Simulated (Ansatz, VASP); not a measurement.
# Two plane-wave programs on MgO

```
Mg O
1.0
     4.27030    0.00000    0.00000
     0.00000   -4.27030    0.00000
     0.00000    0.00000   -4.27030
Mg O
4 4
Cartesian
  0.0990 -2.0362 -2.1351
  2.1351 0.0000 -2.1351
  2.1351 -2.1351 0.0000
  0.0000 0.0000 0.0000
  2.1351 0.0000 0.0000
  0.0000 -2.1351 0.0000
  0.0000 0.0000 -2.1351
  2.1351 -2.1351 -2.1351
```

Alike in both runs: task single point; functional PBEsol; k mesh 6 × 6 × 6; occupations gaussian, width 0.05 eV; no spin polarisation.

|  | VASP | Ansatz |
| --- | --- | --- |
| version | VASP 6.6.1 | Ansatz 0.2.0 |
| potentials or method | VASP PAW PBE potentials, release 64 (Mg, O), cutoff 520 eV | scalar-relativistic, plane waves, PAW |
| valence electrons in the cell | 32 | 64 |

```tsv
	VASP	Ansatz	Ansatz less VASP
gap on the k mesh at the Fermi level (eV)	4.25	4.25	0.000
least direct gap on the mesh (eV)	4.25	4.25	0.000
pressure (GPa)	-5.8	-5.3	+0.55
traceless stress, the component that is largest in VASP (GPa)	-0.46	-0.45	+0.005
rms of the force components (eV/Å)	0.279	0.276	-0.0026
```

VASP's potentials were made for PBE, not for PBEsol. Atom by atom the forces differ by 0.003 eV/Å (rms over components). The functional is the same, so the differences come from potentials, cutoffs and numerics. VASP's potentials hold 32 valence electrons a cell and Ansatz's 64, so a difference there can come from the potentials and not from the codes.
